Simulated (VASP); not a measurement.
# Sn (I4_1/amd) in VASP: a series of runs

Sn is run at these levels: PBE; tasks: single point, relaxation of cell and atoms.

All numbers are computed with VASP 6.6.1; they aren't measurements. Logs are shortened: lines on timing, memory, paths and dates and some standing lists are left out, and cuts for length are marked.

### Step 1. The cell of the first run

It takes space group I4_1/amd (No. 141, tetragonal). The conventional cell has a = 5.839 Å, b = 5.839 Å, c = 3.188 Å, α = 90.00°, β = 90.00°, γ = 90.00°. Within 4.0 Å of Sn (site symmetry -4m2) lie 10 Sn at 3.03 to 3.77 Å.

### Step 2. Single point, PBE

Input file INCAR:

```
ALGO     = Normal         # electronic algorithm
EDIFF    = 1E-6           # SCF threshold, eV
ENCUT    = 520            # plane-wave cutoff, eV
GGA      = PE             # functional
ISIF     = 2              # what is computed and relaxed
ISMEAR   = 0              # smearing method
LASPH    = True           # aspherical terms in the spheres
LCHARG   = False          # write CHGCAR
LREAL    = False          # projectors in reciprocal space
LWAVE    = False          # write WAVECAR
NBANDS   = 21             # bands
NELM     = 100            # most SCF steps
PREC     = Accurate       # precision mode
SIGMA    = 0.1            # smearing width, eV
```

Input file KPOINTS:

```
k-points
0
Gamma
  6 6 6
```

Input file POSCAR:

```
Sn
1.0
   -2.9196440750      2.9196440750      1.5938000000
    2.9196440750     -2.9196440750      1.5938000000
    2.9196440750      2.9196440750     -1.5938000000
Sn
2
Direct
    0.0000000000      0.0000000000      0.0000000000
    0.7500000000      0.2500000000      0.5000000000
```

Potentials or basis: VASP PAW PBE potentials, release 64 (Sn_d).

Command:

```sh
> cat potpaw_PBE.64/Sn_d/POTCAR > POTCAR
> mpirun -np 1 vasp_std > vasp.out
```

OUTCAR:

```text
EDIFF = 1E-6
   ENCUT = 520
   GGA = PE
   ISIF = 2
   ISMEAR = 0
   LASPH = True
   LREAL = False
   NELM = 100
   PREC = Accurate

 ion  position               nearest neighbor table
   1  0.000  0.000  0.000-   2 3.03   2 3.03   2 3.03   2 3.03
   2  0.750  0.250  0.500-   1 3.03   1 3.03   1 3.03   1 3.03

  LATTYP: Found a body centered tetragonal cell.
 ALAT       =     5.8392881500
 C/A-ratio  =     0.5458884573

  Lattice vectors:

 A1 = (  -2.9196440750,   2.9196440750,   1.5938000000)
 A2 = (   2.9196440750,  -2.9196440750,   1.5938000000)
 A3 = (   2.9196440750,   2.9196440750,  -1.5938000000)

Analysis of symmetry for initial positions (statically):
=====================================================================
 Subroutine PRICEL returns:
 Original cell was already a primitive cell.

 Routine SETGRP: Setting up the symmetry group for a
 body centered tetragonal supercell.

 Subroutine GETGRP returns: Found 16 space group operations
 (whereof  8 operations were pure point group operations)
 out of a pool of 16 trial point group operations.

The static configuration has the point symmetry D_2d.
 The point group associated with its full space group is D_4h.

Analysis of symmetry for dynamics (positions and initial velocities):
=====================================================================
 Subroutine PRICEL returns:
 Original cell was already a primitive cell.

 Routine SETGRP: Setting up the symmetry group for a
 body centered tetragonal supercell.

 Subroutine GETGRP returns: Found 16 space group operations
 (whereof  8 operations were pure point group operations)
 out of a pool of 16 trial point group operations.

The dynamic configuration has the point symmetry D_2d.
 The point group associated with its full space group is D_4h.

 Subroutine INISYM returns: Found 16 space group operations
 (whereof  8 operations are pure point group operations),
 and found     1 'primitive' translations

----------------------------------------------------------------------------------------

                                     Primitive cell

  volume of cell :      54.3443

  direct lattice vectors                    reciprocal lattice vectors
    -2.919644075  2.919644075  1.593800000     0.000000000  0.171253751  0.313715648
[... 80 lines left out ...]
   ISPIN  =      1    spin polarized calculation?
   LNONCOLLINEAR =      F non collinear calculations
   LSORBIT =      F    spin-orbit coupling
   LASPH  =      T    aspherical Exc in radial PAW
   ENCUT  =  520.0 eV  38.22 Ry    6.18 a.u.   8.23  8.23  8.23*2*pi/ulx,y,z
   NELM   =    100;   NELMIN=  2; NELMDL= -5     # of ELM steps
   EDIFF  = 0.1E-05   stopping-criterion for ELM
   LREAL  =      F    real-space projection
   EDIFFG = 0.1E-04   stopping-criterion for IOM
   NSW    =      0    number of steps for IOM
   IBRION =     -1    ionic relax: 0-MD 1-quasi-New 2-CG
   NFREE  =      0    steps in history (QN), initial steepest desc. (CG)
   ISIF   =      2    stress and relaxation
   ISYM   =      2    0-nonsym 1-usesym 2-fastsym
   POTIM  = 0.5000    time-step for ionic-motion
   TEBEG  =    0.0;   TEEND  =   0.0 temperature during run
   PSTRESS=    0.0 pullay stress
   NELECT =      28.0000    total number of electrons
   NUPDOWN=      -1.0000    fix difference up-down
   EMIN   =  10.00;   EMAX   =-10.00  energy-range for DOS
   EFERMI =   0.00;   METHOD = LEGACY
   ISMEAR =     0;   SIGMA  =   0.10  broadening in eV -4-tet -1-fermi 0-gaus
   EFERMI_NEDOS =   21; number of points for ismear=-14 and -15
   IALGO  =     38    algorithm
   IMIX   =      4    mixing-type and parameters
     AMIX     =   0.40;   BMIX     =  1.00
     AMIX_MAG =   1.60;   BMIX_MAG =  1.00
  volume/ion in A,a.u.               =      27.17       183.37
  Fermi-wavevector in a.u.,A,eV,Ry     =   1.312430  2.480134 23.435677  1.722474
  Thomas-Fermi vector in A             =   2.442823
   LORBIT       =      0    0 simple, 1 ext, 2 COOP (PROOUT), +10 PAW based schemes
   GGA     = PE    functional components
   LHFCALC =     F    Hartree Fock is set to
   AEXX    =    0.0000 exact exchange contribution
   IVDW    =     0    specifies the selected vdW correction
   LEPSILON=     F    determine dielectric tensor
   LRPA    =     F    only Hartree local field effects (RPA)
 non-spin polarized calculation
 Gauss-broadening in eV      SIGMA  =   0.10
  energy-cutoff  :      520.00
  volume of cell :       54.34
 maximum number of plane-waves:      1484
 NGX is ok and might be reduce to    36
   NGX = 17   NGY = 17   NGZ = 17

 number of electron      27.9999999 magnetization

 Free energy of the ion-electron system (eV)
  ---------------------------------------------------
  ext. energy  EPLUGINS =         0.00000000
  ---------------------------------------------------
  free energy    TOTEN  =        -7.58188825 eV

  energy without entropy =       -7.57617443  energy(sigma->0) =       -7.57903134

 E-fermi :   8.1179     XC(G=0): -10.2991

 val. band max:        8.0973632205   @ k =  -0.1667  -0.1667   0.1667
 cond. band min:       8.1344336258   @ k =  -0.1667   0.3333   0.1667
 fundamental gap:      0.0370704054
 Fermi energy:         8.1178613866

 k-point     1 :       0.0000    0.0000    0.0000
  band No.  band energies     occupation
      1     -13.6926      2.00000
      2     -13.6180      2.00000
      3     -13.5664      2.00000
      4     -13.5638      2.00000
      5     -13.4144      2.00000
      6     -13.4144      2.00000
[... 565 lines left out ...]
     20      17.1417      0.00000
     21      18.9535      0.00000

 [... further k-points ...]

------------------------ aborting loop because EDIFF is reached ----------------------------------------

  FORCE on cell =-STRESS in cart. coord.  units (eV):
  Direction    XX          YY          ZZ          XY          YZ          ZX
  --------------------------------------------------------------------------------------
  -------------------------------------------------------------------------------------
  Total        1.0002149      1.0002149      0.3071263      0.0000000      0.0000000      0.0000000
  in kB       29.4883353     29.4883353      9.0546983      0.0000000      0.0000000      0.0000000
  external PRESSURE =      22.6771229 kB  Pullay stress =       0.0000000 kB

 VOLUME and BASIS-vectors are now :
 -----------------------------------------------------------------------------
  energy-cutoff  :      520.00
  volume of cell :       54.34
      direct lattice vectors                 reciprocal lattice vectors
    -2.919644075  2.919644075  1.593800000     0.000000000  0.171253751  0.313715648
     2.919644075 -2.919644075  1.593800000     0.171253751  0.000000000  0.313715648
     2.919644075  2.919644075 -1.593800000     0.171253751  0.171253751  0.000000000

 POSITION                                       TOTAL-FORCE (eV/Angst)
 -----------------------------------------------------------------------------------
      0.00000      0.00000      0.00000         0.000000      0.000000     -0.000000
      0.00000      2.91964      0.79690        -0.000000     -0.000000      0.000000
 -----------------------------------------------------------------------------------
    total drift:                               -0.000000      0.000000     -0.000000

  FREE ENERGIE OF THE ION-ELECTRON SYSTEM (eV)
  ---------------------------------------------------
  free  energy   TOTEN  =        -7.5818882505 eV

  energy  without entropy=       -7.5761744287  energy(sigma->0) =       -7.57903134
```

stdout:

```text
POSCAR found type information on POSCAR Sn
 POSCAR found :  1 types and       2 ions
 scaLAPACK will be used
 LDA part: xc-table for (Slater+PW92), standard interpolation
 POSCAR, INCAR and KPOINTS ok, starting setup
 FFT: planning ... GRIDC
 FFT: planning ... GRID_SOFT
 FFT: planning ... GRID
 WAVECAR not read
 entering main loop
```

It took 28 s on 1 thread of Intel Xeon Platinum 8259CL at 2.50GHz (Skylake/Cascade Lake), shared host; peak memory 0.21 GiB.

Results:

| Property | Result |
| --- | --- |
| Free energy | -7.5819 eV |
| Pressure | 2.3 GPa |
| Band gap on the k mesh | zero (band 14 reaches 9.02 eV, above the bottom of band 15 at 5.14 eV) |

Stress tensor (GPa, compression positive):
```
2.95 0.00 0.00
0.00 2.95 0.00
0.00 0.00 0.91
```

Levels at points of the mesh, in eV from the Fermi level:
| k point | band 12 | band 13 | band 14 | band 15 | band 16 | band 17 |
| --- | --- | --- | --- | --- | --- | --- |
| (0.00, 0.00, 0.00) | -3.78 | -2.12 | -2.12 | 2.83 | 6.08 | 6.08 |
| (0.50, 0.00, 0.00) | -5.56 | -2.47 | -1.86 | -1.30 | 2.09 | 2.70 |
| (0.50, 0.50, 0.00) | -9.04 | 0.45 | 0.45 | 1.44 | 1.44 | 5.82 |
| (0.50, 0.50, 0.50) | -7.70 | -4.95 | -4.95 | 4.84 | 4.84 | 9.25 |

Caveat: the k points lie up to 0.37 Å⁻¹ apart; spin-orbit coupling is left out, which moves the levels of the heavy elements.

### Step 3. Relaxation of cell and atoms, PBE

This run uses another cell than the first one, of 28.40 Å³/atom, 1.045 times its volume.

Input file INCAR:

```
PREC = Accurate
ENCUT = 600
EDIFF = 1E-6
ISMEAR = -1
SIGMA = 0.15
LREAL = False
LASPH = True
NELM = 100
ALGO = Fast
ISIF = 3
LWAVE = False
LCHARG = False
GGA = PE
IBRION = 2
NSW = 80
EDIFFG = -0.001
```

Input file KPOINTS:

```
Automatic mesh
0
Gamma
  16 16 16
```

Input file POSCAR:

```
Sn
1.0
   -2.9729538812      2.9729538812      1.6068815733
    2.9729538812     -2.9729538812      1.6068815733
    2.9729538812      2.9729538812     -1.6068815733
Sn
2
Direct
    0.0000000000      0.0000000000      0.0000000000
    0.7500000000      0.2500000000      0.5000000000
```

Potentials or basis: VASP PAW PBE potentials, release 64 (Sn_d).

Command:

```sh
> cat potpaw_PBE.64/Sn_d/POTCAR > POTCAR
> mpirun -np 1 vasp_std > vasp.out
```

Run time: 16 min. Hardware: 1 thread of Intel Xeon 6975P-C (Granite Rapids), shared host; peak memory 0.5 GiB.

The run converged. Its results:

```yaml
Free_energy: -7.6498 eV
Relaxed_volume: 28.47 Å³/atom
Relaxed_cell: a = 4.506 Å, b = 4.506 Å, c = 4.506 Å, α = 97.30°, β = 97.30°, γ = 138.24°
Space_group_after_relaxing_to_0.05_Å: I4_1/amd (No. 141)
Energy_gained_by_relaxing: 0.0 meV/atom
Ionic_steps: 21
Pressure_after_relaxing: 0.0 GPa
Band_gap_on_the_k_mesh: zero (band 14 reaches 8.89 eV, above the bottom of band 15 at 4.91 eV)
```

Final structure:
```
CELL_PARAMETERS angstrom
-2.97735 2.97735 1.60600
2.97735 -2.97735 1.60600
2.97735 2.97735 -1.60600
ATOMIC_POSITIONS crystal
Sn 0.00000 0.00000 0.00000
Sn 0.75000 0.25000 0.50000
```

Levels at points of the mesh, in eV from the Fermi level:
```
           k point  band 12  band 13  band 14  band 15  band 16  band 17
(0.00, 0.00, 0.00)    -3.86    -1.88    -1.88     3.02     5.91     5.91
(0.50, 0.00, 0.00)    -5.21    -2.34    -1.62    -1.01     2.31     2.73
(0.50, 0.50, 0.00)    -8.65     0.56     0.56     1.42     1.42     5.97
(0.50, 0.50, 0.50)    -7.46    -4.54    -4.54     5.06     5.06     8.81
```

Caveat: spin-orbit coupling is left out, which moves the levels of the heavy elements.

### Step 4. Relaxation of cell and atoms, PBE

Input file INCAR:

```
ALGO = Normal
EDIFF = 1E-6
EDIFFG = -0.005
ENCUT = 600
GGA = PE
IBRION = 2
ISIF = 3
ISMEAR = 0
LASPH = True
LCHARG = False
LREAL = False
LWAVE = False
NELM = 100
NSW = 100
PREC = Accurate
SIGMA = 0.1
```

Input file KPOINTS:

```
k-points
0
Gamma
  16 16 16
```

Input file POSCAR:

```
Sn
1.0
   -2.9196440750      2.9196440750      1.5938000000
    2.9196440750     -2.9196440750      1.5938000000
    2.9196440750      2.9196440750     -1.5938000000
Sn
2
Direct
    0.0000000000      0.0000000000      0.0000000000
    0.7500000000      0.2500000000      0.5000000000
```

Command:

```sh
> cat potpaw_PBE.64/Sn_d/POTCAR > POTCAR
> mpirun -np 1 vasp_std > vasp.out
```

Wall time 14 min (1 thread of Intel Xeon 6975P-C (Granite Rapids), shared host); peak memory 0.51 GiB.

The run converged. Its results:

```yaml
Free_energy: -7.6159 eV
Relaxed_volume: 28.40 Å³/atom
Relaxed_cell: a = 4.501 Å, b = 4.501 Å, c = 4.501 Å, α = 97.32°, β = 97.32°, γ = 138.18°
Space_group_after_relaxing_to_0.05_Å: I4_1/amd (No. 141)
Energy_gained_by_relaxing: 9.1 meV/atom
Ionic_steps: 11
Pressure_after_relaxing: 0.0 GPa
Band_gap_on_the_k_mesh: zero (band 14 reaches 8.94 eV, above the bottom of band 15 at 4.93 eV)
```

The path:
```csv
step,energy change (eV),largest force (eV/Å),pressure (GPa),volume (Å³)
1,0.0000,0.0000,2.33,54.34
2,-0.0168,0.0000,-0.53,57.50
3,-0.0180,0.0000,0.01,56.84
4,-0.0179,0.0000,-0.10,56.89
5,-0.0181,0.0000,-0.13,56.87
6,-0.0181,0.0000,-0.08,56.85
7,-0.0181,0.0000,-0.03,56.86
8,-0.0181,0.0000,-0.07,56.86
9,-0.0181,0.0000,-0.05,56.86
10,-0.0181,0.0000,0.04,56.77
11,-0.0181,0.0000,-0.01,56.79
```

Final structure:
```cif
data_structure
_symmetry_space_group_name_H-M 'P 1'
_symmetry_Int_Tables_number 1
_cell_length_a 4.5010
_cell_length_b 4.5010
_cell_length_c 4.5010
_cell_angle_alpha 97.317
_cell_angle_beta 97.317
_cell_angle_gamma 138.184
_cell_volume 56.79
loop_
_atom_site_label
_atom_site_type_symbol
_atom_site_fract_x
_atom_site_fract_y
_atom_site_fract_z
_atom_site_occupancy
Sn1 Sn 0.00000 0.00000 0.00000 1
Sn2 Sn 0.75000 0.25000 0.50000 1
```

Levels at points of the mesh, in eV from the Fermi level:
```
           k point  band 11  band 12  band 13  band 14  band 15  band 16  band 17  band 18
(0.00, 0.00, 0.00)   -10.81    -3.85    -1.90    -1.90     3.01     5.93     5.93     6.65
(0.50, 0.00, 0.00)    -6.79    -5.24    -2.36    -1.63    -1.03     2.30     2.73     4.44
(0.50, 0.50, 0.00)    -8.68    -8.68     0.55     0.55     1.43     1.43     5.94     5.94
(0.50, 0.50, 0.50)    -7.48    -7.48    -4.57    -4.57     5.03     5.03     8.84     8.84
```

Caveat: spin-orbit coupling is left out, which moves the levels of the heavy elements. PBE usually gives volumes a little too large and moduli too small.

### Step 5. Summary

| task | cell | k mesh | cutoff (eV) | smearing | gap on the mesh (eV) | pressure (GPa) | relaxed volume (Å³/atom) |
| --- | --- | --- | --- | --- | --- | --- | --- |
| single point | a = 4.426 Å, angles 97.5, 97.5, 137.8°, 2 atoms | 6 × 6 × 6 | 520 | gaussian 0.1 eV | none | 2.3 | - |
| relaxation of cell and atoms | relaxed from a = 4.501 Å, angles 97.3, 97.3, 138.2°, 2 atoms | 16 × 16 × 16 | 600 | fermi-dirac 0.15 eV | none | 0.0 | 28.47 |
| relaxation of cell and atoms | relaxed from a = 4.426 Å, angles 97.5, 97.5, 137.8°, 2 atoms | 16 × 16 × 16 | 600 | gaussian 0.1 eV | none | 0.0 | 28.40 |

Alike in all rows: level PBE; potentials or basis VASP PAW PBE potentials, release 64 (Sn_d); no spin polarisation.

Caveats: some runs use coarse meshes; spin-orbit coupling is left out, which moves the levels of the heavy elements.

Absolute energies hang on the potentials; compare differences alone.
